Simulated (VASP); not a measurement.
Here is a VASP 6.6.1 calculation.

Contents of INCAR:

```
PREC = Accurate
ENCUT = 520
EDIFF = 1E-6
ISMEAR = 0
SIGMA = 0.2
LREAL = F
LASPH = T
NELM = 100
ALGO = Normal
ISIF = 2
LWAVE = F
LCHARG = F
GGA = PE
NBANDS = 18
```

Contents of KPOINTS:

```
Automatic mesh
0
Gamma
  6 6 3
```

The input POSCAR:

```
Li2AlO2
1.0
    2.8312390221      0.0000000000      0.0000000000
   -1.4156195111      2.4519249173      0.0000000000
    0.0000000000      0.0000000000      7.4676045883
Li Al O
2 1 2
Direct
    0.6666666667      0.3333333333      0.3206430498
    0.3333333333      0.6666666667      0.6793569502
    0.0000000000      0.0000000000      0.0000000000
    0.3333333333      0.6666666667      0.1375909269
    0.6666666667      0.3333333333      0.8624090731
```

Potentials or basis: VASP PAW PBE potentials, release 64 (Li_sv, Al, O).

Run with:

```bash
$ cat potpaw_PBE.64/Li_sv/POTCAR potpaw_PBE.64/Al/POTCAR potpaw_PBE.64/O/POTCAR > POTCAR
$ mpirun -np 1 vasp_std > vasp.out
```

Question: Estimate the band gap on the k mesh.

Answer: Zero (an odd number of electrons rules out a gap without spin polarisation).

Question: Estimate the largest force.

Answer: 0.024 eV/Å.

Forces on the atoms (eV/Å):
```
Li   0.000  0.000  0.024
Li   0.000  0.000 -0.024
Al   0.000  0.000  0.000
O    0.000  0.000 -0.015
O    0.000  0.000  0.015
```

Caveat: the k points lie up to 0.43 Å⁻¹ apart, too coarse for converged energies and pressures of a metal; an odd number of electrons without spin polarisation forces a metal; a magnetic or distorted state may lie lower.
